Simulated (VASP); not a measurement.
**Bi2TeO3: relaxation of cell and atoms with PBE**

Bi2TeO3:

```
Bi Te O
1.0
     3.51447    0.00000    0.00000
     0.00000    3.51447    0.00000
     0.00000    0.00000    8.71819
Bi Te O
2 1 3
Direct
  0.00000 0.50000 0.66588
  0.50000 0.00000 0.33412
  0.00000 0.00000 0.00000
  0.50000 0.50000 0.00000
  0.00000 0.50000 0.39976
  0.50000 0.00000 0.60024
```

The cell was generated, and may not be a known phase.

| Item | Value |
| --- | --- |
| Program | VASP 6.6.1 |
| Task | relaxation of cell and atoms |
| Functional | PBE |
| Potentials or basis | VASP PAW PBE potentials, release 64 (Bi_d, Te, O) |
| Cutoff | 600 eV |
| k mesh | 6 × 6 × 2 |
| Occupations | gaussian, width 0.1 eV |
| Spin | no spin polarisation |
| Dipole correction | no |
| Further INCAR settings | ALGO = Normal; EDIFF = 1e-06; IBRION = 2; EDIFFG = -0.04; NSW = 90; ISIF = 3 |

```json
{"Pressure after relaxing": "0.0 GPa", "Largest force after relaxing": "0.015 eV/Å", "Band gap on the k mesh": "zero (bands 27 and 28 overlap by 2.21 eV)"}
```

Forces on the atoms (eV/Å):
```
Bi   0.000  0.000  0.003
Bi   0.000  0.000 -0.003
Te   0.000  0.000  0.000
O    0.000  0.000  0.000
O    0.000  0.000 -0.015
O    0.000  0.000  0.015
```

Stress tensor (GPa, compression positive):
```
-0.15  0.00  0.00
 0.00 -0.15  0.00
 0.00  0.00  0.22
```

Final structure:
```yaml
crystal:
  lattice:
    - [3.51447, 0.00000, 0.00000]
    - [0.00000, 3.51447, 0.00000]
    - [0.00000, 0.00000, 8.71819]
  atoms:
    - { symbol: Bi, position: [0.00000, 0.50000, 0.66588] }
    - { symbol: Bi, position: [0.50000, 0.00000, 0.33412] }
    - { symbol: Te, position: [0.00000, 0.00000, 0.00000] }
    - { symbol: O, position: [0.50000, 0.50000, 0.00000] }
    - { symbol: O, position: [0.00000, 0.50000, 0.39976] }
    - { symbol: O, position: [0.50000, 0.00000, 0.60024] }
```

Levels at points of the mesh, in eV from the Fermi level:
```tsv
k point	band 23	band 24	band 25	band 26	band 27	band 28	band 29	band 30	band 31	band 32
(0.00, 0.00, 0.00)	-4.26	-4.26	-2.79	-1.02	1.37	2.68	2.68	2.83	3.63	3.63
(0.50, 0.00, 0.00)	-3.62	-3.00	-2.43	-2.08	-2.03	-0.81	-0.11	0.40	2.58	2.91
(0.50, 0.50, 0.00)	-4.30	-4.30	-3.04	-2.13	1.38	1.38	1.55	1.69	1.70	2.59
(0.00, 0.00, 0.50)	-4.22	-4.06	-3.06	-0.80	0.39	2.58	2.58	2.74	4.23	4.23
(0.50, 0.00, 0.50)	-3.62	-3.07	-2.43	-2.14	-1.99	-0.83	-0.48	0.38	2.73	2.86
(0.50, 0.50, 0.50)	-4.45	-4.45	-3.08	-2.23	1.20	1.22	1.38	1.38	2.08	3.10
```

Run time: 99 s on 1 thread of Intel(R) Xeon(R) Platinum 8259CL CPU @ 2.50GHz (Skylake/Cascade Lake) (shared host), peak memory 0.27 GiB.

Caveat: the k points lie up to 0.36 Å⁻¹ apart in the final cell, too coarse for converged energies and pressures of a metal; the relaxation stopped at its first step, so nothing moved; spin-orbit coupling is left out, which moves the levels of the heavy elements.
